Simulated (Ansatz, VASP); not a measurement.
## Sn3H: VASP beside Ansatz

File INCAR:

```
PREC = Accurate
ENCUT = 600
EDIFF = 1E-7
ISMEAR = 0
SIGMA = 0.1
LREAL = False
LASPH = True
NELM = 60
ALGO = Normal
ISIF = 3
LWAVE = False
LCHARG = False
GGA = PE
IBRION = 2
NSW = 100
EDIFFG = -0.01
```

Contents of KPOINTS:

```
Automatic mesh
0
Gamma
  10 10 10
```

Contents of POSCAR:

```
Sn3H
1.0
    4.6271599200      0.0000000000      0.0000000000
    0.0000000000      4.6271599200      0.0000000000
    0.0000000000      0.0000000000      4.6271599200
Sn H
3 1
Direct
    0.0000000000      0.5000000000      0.5000000000
    0.5000000000      0.0000000000      0.5000000000
    0.5000000000      0.5000000000      0.0000000000
    0.0000000000      0.0000000000      0.0000000000
```

Input for Ansatz:

```yaml
crystal:
  lattice:
    - [4.62715992, 0.0, 0.0]
    - [0.0, 4.62715992, 0.0]
    - [0.0, 0.0, 4.62715992]
  atoms:
    - { symbol: Sn, position: [0.0, 0.5, 0.5] }
    - { symbol: Sn, position: [0.5, 0.0, 0.5] }
    - { symbol: Sn, position: [0.5, 0.5, 0.0] }
    - { symbol: H, position: [0.0, 0.0, 0.0] }
basis:
  ecutwfc: 420
kpoints:
  mp_grid: { grid: [10, 10, 10] }
hamiltonian:
  xc: pbe
scf:
  occupations: { method: gaussian, width: 0.1 }
output:
  forces: true
  stress: true
  eigenvalues: true
  write_density: true
  write_potential: true
  elf: true
  volumetric_format: npy
relax:
  adjacent_minimum: "off"
  f_tol: 0.01
  max_steps: 80
  cell: { stress_tol: 0.05 }
```

Change from the starting cell: species swapped into the MnNi3 type (Pm-3m, No. 221).

Alike in both runs: task relaxation of cell and atoms; functional PBE; k mesh 10 × 10 × 10; occupations gaussian, width 0.1 eV; no spin polarisation.

|  | VASP | Ansatz |
| --- | --- | --- |
| version | VASP 6.6.1 | Ansatz 0.2.0 |
| potentials or method | VASP PAW PBE potentials, release 64 (Sn_d, H), cutoff 600 eV | scalar-relativistic, plane waves, PAW |
| valence electrons in the cell | 43 | 43 |

|  | VASP | Ansatz | Ansatz less VASP |
| --- | --- | --- | --- |
| gap on the k mesh at the Fermi level, each at its own relaxed structure (eV) | none | none | - |
| relaxed volume (Å³/atom) | 23.12 | 23.13 | +0.007 |
| relaxed cell length with the largest relative difference (Å) | 4.522 | 4.523 | +0.0004 |

A gap of «none» marks a metal or a gap that the smearing closes.
